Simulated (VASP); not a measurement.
A run of VASP 6.6.1 is set up as follows.

Contents of INCAR:

```
SYSTEM = Ni
  PREC = Accurate
  ENCUT = 600
  EDIFF = 1E-6
  ISMEAR = 1
  SIGMA = 0.025
  LREAL = .FALSE.
  LASPH = .TRUE.
  NELM = 200
  ALGO = Normal
  ISIF = 2
  LWAVE = .FALSE.
  LCHARG = .FALSE.
  ISPIN = 2
  MAGMOM = 0.375
  LORBIT = 11
  LMAXMIX = 4
  GGA = CA
  NBANDS = 15
  ISYM = 0
  GGA_COMPAT = .FALSE.
```

The input KPOINTS:

```
Automatic mesh
0
Gamma
  16 16 16
  0.5 0.5 0.5
```

File POSCAR:

```
Ni
1.0
    0.0000000000      1.6755447568      1.6755447568
    1.6755447568      0.0000000000      1.6755447568
    1.6755447568      1.6755447568      0.0000000000
Ni
1
Direct
    0.0000000000      0.0000000000      0.0000000000
```

Potentials or basis: VASP PAW LDA potentials, release 64 (Ni).

Run with:

```sh
$ cat potpaw_LDA.64/Ni/POTCAR > POTCAR
$ mpirun -np 1 vasp_std > vasp.out
```

Problem. Estimate the pressure.

Solution. 18.3 GPa.

Problem. Predict the net moment.

Solution. 0.54 μB per cell.

Caveat: the cell stands under pressure.
